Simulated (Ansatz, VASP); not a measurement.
## SiNi: VASP beside Ansatz

INCAR

```
PREC = Accurate ; ENCUT = 590
EDIFF = 1E-6 ; ISMEAR = 0
SIGMA = 0.05 ; LREAL = False
LASPH = True ; NELM = 120
ALGO = Normal ; ISIF = 2
LWAVE = False ; LCHARG = True
GGA = PE ; LELF = True
LVHAR = True ; NBANDS = 30
GGA_COMPAT = False
```

File KPOINTS:

```
regular mesh
0
Gamma
  9 9 6
```

File POSCAR:

```
SiNi
1.0
    3.0266200000      0.0000000000      0.0000000000
    0.0000000000      3.2735000000      0.0000000000
    0.0000000000      0.0000000000      4.6977600000
Ni Si
2 2
Direct
    0.5000000000      0.5000000000      0.3442200000
    0.0000000000      0.0000000000      0.6557800000
    0.5000000000      0.5000000000      0.8423000000
    0.0000000000      0.0000000000      0.1577000000
```

Input for Ansatz:

```yaml
crystal:
  lattice:
    - [3.02662, 0.0, 0.0]
    - [0.0, 3.2735, 0.0]
    - [0.0, 0.0, 4.69776]
  atoms:
    - { symbol: Ni, position: [0.5, 0.5, 0.34422] }
    - { symbol: Ni, position: [0.0, 0.0, 0.65578] }
    - { symbol: Si, position: [0.5, 0.5, 0.8423] }
    - { symbol: Si, position: [0.0, 0.0, 0.1577] }
hamiltonian:
  xc: pbe
  pseudopotentials: { kind: paw }
basis:
  ecutwfc: 420
kpoints:
  mp_grid: { grid: [9, 9, 6] }
scf:
  occupations: { method: gaussian, width: 0.05 }
  lower_state_search: "off"
output:
  forces: true
  stress: true
```

Alike in both runs: task single point; functional PBE; k mesh 9 × 9 × 6; occupations gaussian, width 0.05 eV; no spin polarisation.

|  | VASP | Ansatz |
| --- | --- | --- |
| version | VASP 6.6.1 | Ansatz 0.2.0 |
| potentials or method | VASP PAW PBE potentials, release 64 (Ni_sv_GW, Si), cutoff 590 eV | PAW, plane waves, scalar-relativistic |
| valence electrons in the cell | 44 | 44 |

|  | VASP | Ansatz | Ansatz less VASP |
| --- | --- | --- | --- |
| pressure (GPa) | -1.0 | 1.2 | +2.25 |
| traceless stress, the component that is largest in VASP (GPa) | 0.92 | 0.93 | +0.010 |
| rms of the force components (eV/Å) | 0.064 | 0.064 | -0.0005 |

Atom by atom the forces differ by 0.004 eV/Å (rms over components). The functional is the same, so the differences come from potentials, cutoffs and numerics.
